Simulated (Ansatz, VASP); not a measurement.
**TiSi2: VASP beside Ansatz**

File INCAR:

```
SYSTEM = TiSi2
ALGO     = Normal         ! electronic algorithm
EDIFF    = 1E-6           ! SCF threshold, eV
ENCUT    = 520            ! plane-wave cutoff, eV
GGA      = PE             ! functional
ISIF     = 2              ! what is computed and relaxed
ISMEAR   = 0              ! smearing method
LASPH    = .TRUE.         ! aspherical terms in the spheres
LCHARG   = .FALSE.        ! write CHGCAR
LREAL    = .FALSE.        ! projectors in reciprocal space
LWAVE    = .FALSE.        ! write WAVECAR
NBANDS   = 29             ! bands
NELM     = 100            ! most SCF steps
PREC     = Accurate       ! precision mode
SIGMA    = 0.15           ! smearing width, eV
```

Contents of KPOINTS:

```
k-points
0
G
  12 12 12
  0 0 0
```

File POSCAR:

```
TiSi2
1.0
    1.7384379886     -7.0581802318      0.0000000000
    1.7384379886      7.0581802318      0.0000000000
    0.0000000000      0.0000000000      3.5079534042
Ti Si
2 4
Direct
    0.8968075259      0.1031924741      0.7500000000
    0.1031924741      0.8968075259      0.2500000000
    0.5591373592      0.4408626408      0.7500000000
    0.4408626408      0.5591373592      0.2500000000
    0.2498287182      0.7501712818      0.7500000000
    0.7501712818      0.2498287182      0.2500000000
```

Input for Ansatz:

```yaml
crystal:
  lattice:
    - [1.7384379886, -7.0581802318, 0.0]
    - [1.7384379886, 7.0581802318, 0.0]
    - [0.0, 0.0, 3.5079534042]
  atoms:
    - { symbol: Ti, position: [0.8968075259, 0.1031924741, 0.75] }
    - { symbol: Ti, position: [0.1031924741, 0.8968075259, 0.25] }
    - { symbol: Si, position: [0.5591373592, 0.4408626408, 0.75] }
    - { symbol: Si, position: [0.4408626408, 0.5591373592, 0.25] }
    - { symbol: Si, position: [0.2498287182, 0.7501712818, 0.75] }
    - { symbol: Si, position: [0.7501712818, 0.2498287182, 0.25] }
basis:
  ecutwfc: 520.0
kpoints:
  mp_grid: { grid: [12, 12, 12] }
hamiltonian:
  xc: pbe
  pseudopotentials: { kind: paw, azcp: { folder: soft_1 } }
scf:
  occupations: { method: gaussian, width: 0.15 }
output:
  forces: true
  stress: true
  eigenvalues: true
  write_density: true
  write_potential: true
  elf: true
  volumetric_format: npy
```

Change from the starting cell: volume 14.348 Å^3 an atom, stretch along b over the lengths across it, relative to the relaxed cell 1.0620.

Alike in both runs: task single point; functional PBE; k mesh 12 × 12 × 12; occupations gaussian, width 0.15 eV; no spin polarisation.

|  | VASP | Ansatz |
| --- | --- | --- |
| version | VASP 6.6.1 | Ansatz 0.2.0 |
| potentials or method | VASP PAW PBE potentials, release 64 (Ti_sv, Si), cutoff 520 eV | scalar-relativistic, plane waves, PAW |
| valence electrons in the cell | 40 | 40 |

VASP gave:

| Quantity | Value |
| --- | --- |
| gap on the k mesh at the Fermi level (eV) | none |
| pressure (GPa) | 1.7 |
| traceless stress, the component that is largest in VASP (GPa) | -8.25 |
| rms of the force components (eV/Å) | 0.180 |

Task: What did Ansatz give for the same quantities?

Result: gap on the k mesh at the Fermi level (eV): none; pressure (GPa): 1.7; traceless stress, the component that is largest in VASP (GPa): -8.24; rms of the force components (eV/Å): 0.178.

Atom by atom the forces differ by 0.003 eV/Å (rms over components). A gap of «none» marks a metal or a gap that the smearing closes. With one functional, cell and mesh, what is left measures potentials, basis and numerics.
